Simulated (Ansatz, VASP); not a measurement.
**Two plane-wave programs on F**

```
F
1.0
     0.00000    1.61335    1.61335
     1.61335    0.00000    1.61335
     1.61335    1.61335    0.00000
F
1
Direct
  0.00000 0.00000 0.00000
```

Alike in both runs: functional LDA; k mesh 18 × 18 × 18; occupations fermi-dirac, width 0.05 eV; no spin polarisation.

Ansatz relaxed the structure, and its values are those at the end. VASP's run is a single point on that final structure, the one shown.

|  | VASP | Ansatz |
| --- | --- | --- |
| version | VASP 6.6.1 | Ansatz 0.2.0 |
| potentials or method | VASP PAW LDA potentials, release 64 (F) | PAW with Ansatz's default frozen-core files, scalar-relativistic |
| plane-wave cutoff (eV) | 600 | 420 |
| valence electrons in the cell | 7 | 7 |

Ansatz gave:

```
pressure (GPa) : 0.0
```

Problem. Which values does VASP return?

Solution. Pressure (GPa): -0.6.

LDA's correlation is that of Perdew and Zunger in VASP and of Perdew and Wang (1992) in Ansatz.
